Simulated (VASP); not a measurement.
The system is AgRh.

```xyz
2
Lattice="2.8672 0.0000 0.0000 -1.4336 2.4831 0.0000 0.0000 0.0000 4.9638" Properties=species:S:1:pos:R:3 pbc="T T T"
Ag    0.0000    0.0000    2.4819
Rh    1.4336    0.8277    0.0000
```

This cell differs from its parent crystal: volume scaled by 1.1.

Base run:

* Program: VASP 6.6.1
* Functional: PBE
* Potentials or basis: VASP PAW PBE potentials, release 64 (Ag, Rh_pv)
* Cutoff: 520 eV
* k mesh: 14 × 14 × 7
* Occupations: fermi-dirac, width 0.05 eV
* Spin: no spin polarisation

Its results: pressure -12.9 GPa.

Q: The run is repeated on the same cell with these changes: spin from no spin polarisation to collinear spin, ferromagnetic start; further incar settings from ALGO = Normal; EDIFF = 1e-06; NBANDS = 20 to ALGO = Normal; EDIFF = 1e-07; NBANDS = 24. What comes out?

A: Pressure -12.6 GPa; net moment 0.51 μB per cell; site moments Ag +0.01; Rh +0.51 μB.
